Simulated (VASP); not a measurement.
A run of VASP 6.6.1 is set up as follows.

INCAR

```
SYSTEM = NbAs
ALGO = Normal
EDIFF = 1E-6
ENCUT = 520
GGA = PS
ISIF = 2
ISMEAR = -1
IVDW = 12
LASPH = .True.
LCHARG = .False.
LREAL = .False.
LWAVE = .False.
NBANDS = 26
NELM = 100
PREC = Accurate
SIGMA = 0.05
```

File KPOINTS:

```
k-points
0
Gamma
  11 11 11
  0 0 0
```

Contents of POSCAR:

```
NbAs
1.0
   -1.7042507514      1.7042507514      5.7087747171
    1.7042507514     -1.7042507514      5.7087747171
    1.7042507514      1.7042507514     -5.7087747171
Nb As
2 2
Direct
    0.4984891914     -0.0015108086      0.5000000000
    0.7484891914      0.7484891914      0.0000000000
    0.9175108086      0.4175108086      0.5000000000
    0.1675108086      0.1675108086      0.0000000000
```

Potentials or basis: VASP PAW PBE potentials, release 64 (Nb_sv, As).

Run with:

```console
$ cat potpaw_PBE.64/Nb_sv/POTCAR potpaw_PBE.64/As/POTCAR > POTCAR
$ mpirun -np 1 vasp_std > vasp.out
```

(1) What does it give for the dispersion energy per atom?

(2) Estimate the largest force.

(3) Estimate the pressure.

(4) Predict the band gap on the k mesh.

Answers

(1) -0.639 eV.

(2) 0.005 eV/Å.

(3) 0.2 GPa.

(4) 0.04 eV (least direct gap 0.06 eV).

Caveat: the PAW data sets were made with another functional, which shifts forces and pressure a little; an odd mesh through Γ misses points on the zone boundary, where band edges can lie.
